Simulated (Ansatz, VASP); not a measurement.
## One calculation of NaH, two programs

INCAR

```
SYSTEM = NaH
PREC = Accurate
ENCUT = 520
EDIFF = 1E-8
ISMEAR = -1
SIGMA = 0.02
LREAL = .FALSE.
LASPH = .TRUE.
NELM = 60
ALGO = Normal
ISIF = 2
LWAVE = .FALSE.
LCHARG = .FALSE.
GGA = PE
LEFG = .TRUE.
NBANDS = 11
```

Contents of KPOINTS:

```
Automatic mesh
0
G
  9 9 9
  0 0 0
```

POSCAR

```
NaH
1.0
    0.0000000000      2.4400000000      2.4400000000
    2.4400000000      0.0000000000      2.4400000000
    2.4400000000      2.4400000000      0.0000000000
Na H
1 1
Direct
    0.0000000000      0.0000000000      0.0000000000
    0.5000000000      0.5000000000      0.5000000000
```

Input for Ansatz:

```yaml
crystal:
  lattice:
    - [0.0, 2.44, 2.44]
    - [2.44, 0.0, 2.44]
    - [2.44, 2.44, 0.0]
  atoms:
    - { symbol: Na, position: [0.0, 0.0, 0.0] }
    - { symbol: H, position: [0.5, 0.5, 0.5] }
kpoints:
  mp_grid: { grid: [9, 9, 9] }
  band_path:
    path:
      - [0.0, 0.0, 0.0]
      - [0.5, 0.0, 0.5]
      - [0.625, 0.25, 0.625]
      - [0.375, 0.375, 0.75]
      - [0.0, 0.0, 0.0]
      - [0.5, 0.5, 0.5]
      - [0.5, 0.25, 0.75]
      - [0.5, 0.0, 0.5]
    npoints: 8
scf:
  occupations: { method: fermi_dirac, width: 0.02 }
hamiltonian:
  xc: pbe
  pseudopotentials: { kind: paw }
output:
  forces: true
  stress: true
  eigenvalues: true
  efg: { contact_densities: true }
  populations: true
  bader: true
  dos: { projected: true, de: 0.2, e_range: [-14, 8] }
```

Alike in both runs: task electric field gradients; functional PBE; k mesh 9 × 9 × 9; occupations fermi-dirac, width 0.02 eV; no spin polarisation.

|  | VASP | Ansatz |
| --- | --- | --- |
| version | VASP 6.6.1 | Ansatz 0.2.0 |
| potentials or method | VASP PAW PBE potentials, release 64 (Na_pv, H) | PAW with Ansatz's default frozen-core files, scalar-relativistic |
| plane-wave cutoff (eV) | 520 | 420 |
| valence electrons in the cell | 8 | 10 |

|  | VASP | Ansatz | Ansatz less VASP |
| --- | --- | --- | --- |
| gap on the k mesh at the Fermi level (eV) | 4.01 | 4.01 | +0.001 |
| pressure (GPa) | -0.7 | -0.7 | +0.04 |

The functional is the same, so the differences come from potentials, cutoffs and numerics. VASP's potentials hold 8 valence electrons a cell and Ansatz's 10, so a difference there can come from the potentials and not from the codes.
